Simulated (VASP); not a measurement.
# Se (Fd-3m) in VASP: a series of runs, part 2 of 2

VASP 6.6.1. The steps go on from the part before.

### Step 4. Single point, PBE (31.77 Å³/atom)

This run uses another cell than the first one, of 31.77 Å³/atom.

INCAR

```
PREC = Accurate ; ENCUT = 520
EDIFF = 1E-6 ; ISMEAR = -1
SIGMA = 0.1 ; LREAL = F
LASPH = T ; NELM = 60
ALGO = Normal ; ISIF = 2
LWAVE = F ; LCHARG = T
GGA = PE ; LELF = T
LVHAR = T ; NBANDS = 13
```

KPOINTS

```
regular mesh
0
Gamma
  10 10 10
```

POSCAR

```
Se
1.0
    0.0000000000      3.1670468414      3.1670468414
    3.1670468414      0.0000000000      3.1670468414
    3.1670468414      3.1670468414      0.0000000000
Se
2
Direct
    0.1250000000      0.1250000000      0.1250000000
    0.8750000000      0.8750000000      0.8750000000
```

Potentials or basis: VASP PAW PBE potentials, release 64 (Se).

Command:

```
$ cat potpaw_PBE.64/Se/POTCAR > POTCAR
$ mpirun -np 1 vasp_std > vasp.out
```

OUTCAR:

```text
PREC = Accurate
   ENCUT = 520
   EDIFF = 1E-6
   ISMEAR = -1
   LREAL = F
   LASPH = T
   NELM = 60
   ISIF = 2
   GGA = PE

 ion  position               nearest neighbor table
   1  0.125  0.125  0.125-   2 2.74   2 2.74   2 2.74   2 2.74
   2  0.875  0.875  0.875-   1 2.74   1 2.74   1 2.74   1 2.74

  LATTYP: Found a face centered cubic cell.
 ALAT       =     6.3340936828

  Lattice vectors:

 A1 = (   0.0000000000,   3.1670468414,   3.1670468414)
 A2 = (   3.1670468414,   0.0000000000,   3.1670468414)
 A3 = (   3.1670468414,   3.1670468414,   0.0000000000)

Analysis of symmetry for initial positions (statically):
=====================================================================
 Subroutine PRICEL returns:
 Original cell was already a primitive cell.

 Routine SETGRP: Setting up the symmetry group for a
 face centered cubic supercell.

 Subroutine GETGRP returns: Found 48 space group operations
 (whereof 12 operations were pure point group operations)
 out of a pool of 48 trial point group operations.

The static configuration has the point symmetry D_3d.
 The point group associated with its full space group is O_h .
[... 175 lines left out ...]
      5      -1.3798      2.00000
      6       1.2568      1.99876
      7       1.2568      1.99876
      8       1.2568      1.99876
      9       6.4156      0.00000
     10       9.6730      0.00000
     11       9.6730      0.00000
     12      11.5697      0.00000
     13      11.5697      0.00000
[... 354 lines left out ...]
  band No.  band energies     occupation
      1     -12.1886      2.00000
      2     -10.1508      2.00000
      3      -2.7165      2.00000
      4      -2.5844      2.00000
      5      -0.1417      2.00000
      6       0.4862      2.00000
      7       3.4518      0.00000
      8       3.4881      0.00000
      9       7.4224      0.00000
     10       9.1285      0.00000
     11      11.2267      0.00000
     12      12.4693      0.00000
     13      12.5995      0.00000

 [... further k-points ...]

------------------------ aborting loop because EDIFF is reached ----------------------------------------

  FORCE on cell =-STRESS in cart. coord.  units (eV):
  Direction    XX          YY          ZZ          XY          YZ          ZX
  --------------------------------------------------------------------------------------
  -------------------------------------------------------------------------------------
  Total       -0.0016105     -0.0016105     -0.0016105     -0.0000000     -0.0000000     -0.0000000
  in kB       -0.0406148     -0.0406148     -0.0406148     -0.0000000     -0.0000000     -0.0000000
  external PRESSURE =      -0.0406148 kB  Pullay stress =       0.0000000 kB

 VOLUME and BASIS-vectors are now :
 -----------------------------------------------------------------------------
  energy-cutoff  :      520.00
  volume of cell :       63.53
      direct lattice vectors                 reciprocal lattice vectors
     0.000000000  3.167046841  3.167046841    -0.157875783  0.157875783  0.157875783
     3.167046841  0.000000000  3.167046841     0.157875783 -0.157875783  0.157875783
     3.167046841  3.167046841  0.000000000     0.157875783  0.157875783 -0.157875783

 POSITION                                       TOTAL-FORCE (eV/Angst)
 -----------------------------------------------------------------------------------
      0.79176      0.79176      0.79176        -0.000000     -0.000000     -0.000000
      5.54233      5.54233      5.54233         0.000000      0.000000      0.000000
 -----------------------------------------------------------------------------------
    total drift:                               -0.000000      0.000000      0.000000

  FREE ENERGIE OF THE ION-ELECTRON SYSTEM (eV)
  ---------------------------------------------------
  free  energy   TOTEN  =        -6.0227099431 eV

  energy  without entropy=       -5.9666338347  energy(sigma->0) =       -5.99467189
```

OSZICAR:

```text
N       E                     dE             d eps       ncg     rms          rms(c)
DAV:   1     0.491754435871E+02    0.49175E+02   -0.47585E+03  1222   0.752E+02
DAV:   2    -0.272587992256E+01   -0.51901E+02   -0.49322E+02  1710   0.120E+02
DAV:   3    -0.599602432410E+01   -0.32701E+01   -0.32455E+01  1507   0.334E+01
DAV:   4    -0.602317827242E+01   -0.27154E-01   -0.27146E-01  1452   0.362E+00
DAV:   5    -0.602337363091E+01   -0.19536E-03   -0.19536E-03  1577   0.313E-01    0.527E+00
DAV:   6    -0.602286434462E+01    0.50929E-03   -0.11545E-03  1462   0.263E-01    0.315E+00
DAV:   7    -0.602262827994E+01    0.23606E-03   -0.29906E-03  1452   0.407E-01    0.471E-02
DAV:   8    -0.602269425839E+01   -0.65978E-04   -0.83135E-05  1437   0.558E-02    0.159E-02
DAV:   9    -0.602270802563E+01   -0.13767E-04   -0.12163E-05  1462   0.227E-02    0.523E-03
DAV:  10    -0.602270935691E+01   -0.13313E-05   -0.92957E-07  1372   0.534E-03    0.290E-03
DAV:  11    -0.602270994314E+01   -0.58622E-06   -0.52088E-07  1072   0.411E-03
   1 F= -.60227099E+01 E0= -.59946719E+01  d E =-.560761E-01
```

It took 64 s on 1 thread of Intel Xeon 8259CL, shared host; peak memory 0.21 GiB.

Results:

```yaml
Free_energy: -6.0227 eV
Pressure: 0.0 GPa
Band_gap_on_the_k_mesh: zero (bands 6 and 7 overlap by 1.05 eV)
```

Levels at points of the mesh, in eV from the Fermi level:
```csv
k point,band 4,band 5,band 6,band 7,band 8,band 9
"(0.00, 0.00, 0.00)",-3.38,-3.38,-0.74,-0.74,-0.74,4.42
"(0.50, 0.00, 0.00)",-4.06,-4.05,0.31,0.31,1.63,6.89
"(0.50, 0.50, 0.00)",-4.82,-1.90,-1.90,2.12,2.12,6.23
```

### Step 5. The runs side by side

```csv
cell,gap on the mesh (eV),pressure (GPa)
"a = 4.356 Å, angles 60.0°, 2 atoms",none,3.8
"a = 4.418 Å, angles 60.0°, 2 atoms",none,1.7
"a = 4.479 Å, angles 60.0°, 2 atoms",none,0.0
```

Alike in all rows: task single point; level PBE; potentials or basis VASP PAW PBE potentials, release 64 (Se); no spin polarisation; k mesh 10 × 10 × 10; cutoff (eV) 520; smearing fermi-dirac 0.1 eV.

Caveats: the cell stands under pressure (at least some runs).

Total energies depend on the potentials used, so only differences within one code and one set of settings carry meaning.
